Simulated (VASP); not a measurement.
Write the native input for VASP 6.6.1 that does the following.

* Task: single point
* Functional: PBE
* Potentials or basis: VASP PAW PBE potentials, release 64 (Hf_pv, Bi_d, O)
* Cutoff: 600 eV
* k mesh: 4 × 4 × 4
* Occupations: gaussian, width 0.2 eV
* Spin: no spin polarisation
* Dipole correction: no
* Further INCAR settings: ALGO = Normal; EDIFF = 1e-06; NBANDS = 48

The structure of Hf2Bi3O2 lies in POSCAR:

```
Hf2Bi3O2
1.0
    0.0000000000      5.5334750858      5.3490051706
    3.5144655612      0.0000000000      5.3490051706
    3.5144655612      5.5334750858      0.0000000000
Hf Bi O
2 3 2
Direct
    0.0000000000      0.5000000000      0.5000000000
    0.5000000000      0.0000000000      0.0000000000
    0.6662904296      0.6662904296      0.3337095704
    0.3337095704      0.3337095704      0.6662904296
    0.0000000000      0.0000000000      0.0000000000
    0.6814799837      0.3185200163      0.3185200163
    0.3185200163      0.6814799837      0.6814799837
```

The cell was built from a structure type or drawn by symmetry, and may not be a known phase.

The input as run:

INCAR

```
PREC = Accurate
ENCUT = 600
EDIFF = 1E-6
ISMEAR = 0
SIGMA = 0.2
LREAL = F
LASPH = T
NELM = 120
ALGO = Normal
ISIF = 2
LWAVE = F
LCHARG = F
GGA = PE
NBANDS = 48
GGA_COMPAT = F
```

KPOINTS

```
Automatic mesh
0
Gamma
  4 4 4
```

Potentials or basis: VASP PAW PBE potentials, release 64 (Hf_pv, Bi_d, O).

Run with:

```bash
$ cat potpaw_PBE.64/Hf_pv/POTCAR potpaw_PBE.64/Bi_d/POTCAR potpaw_PBE.64/O/POTCAR > POTCAR
$ mpirun -np 1 vasp_std > vasp.out
```

It gave:

| Item | Value |
| --- | --- |
| Pressure | -0.3 GPa |
| Largest force | 0.041 eV/Å |
| Band gap on the k mesh | zero (an odd number of electrons rules out a gap without spin polarisation) |

Caveat: spin-orbit coupling is left out, which moves the levels of the heavy elements; an odd number of electrons without spin polarisation forces a metal; a magnetic or distorted state may lie lower.

Wall time 10 min on 1 thread of Intel Xeon 8259CL, with other jobs on the host, peak memory 0.56 GiB.
